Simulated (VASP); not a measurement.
Cl, 3 atoms in the cell. It takes space group P6/mmm (No. 191, hexagonal). The conventional cell has a = 5.960 Å, b = 5.960 Å, c = 2.240 Å, α = 90.00°, β = 90.00°, γ = 120.00°. Cl (site symmetry 6/mmm) has 2 Cl at 2.24 Å within 3.0 Å. Within 3.0 Å of Cl (site symmetry -6m2) lie 2 Cl at 2.24 Å. 

- Program: VASP 6.6.1
- Task: single point
- Functional: PBE
- Potentials or basis: VASP PAW PBE potentials, release 64 (Cl)
- Cutoff: 520 eV
- k mesh: 8 × 8 × 11
- Occupations: fermi-dirac, width 0.05 eV
- Spin: no spin polarisation
- Dipole correction: no
- Further INCAR settings: ALGO = Normal; EDIFF = 1e-06; NBANDS = 18

Potentials or basis: VASP PAW PBE potentials, release 64 (Cl).

The run is started by

```console
$ cat potpaw_PBE.64/Cl/POTCAR > POTCAR
$ mpirun -np 1 vasp_std > vasp.out
```

Hardware: 1 thread of AMD EPYC 9R45 (Zen 5), with other jobs on the host.

Problem. How long does it take, and how much memory?

Solution. Wall time 34 s on 1 thread of AMD EPYC 9R45 (Zen 5), with other jobs on the host, peak memory 0.18 GiB. Counts: scf iterations 15, k points 60.
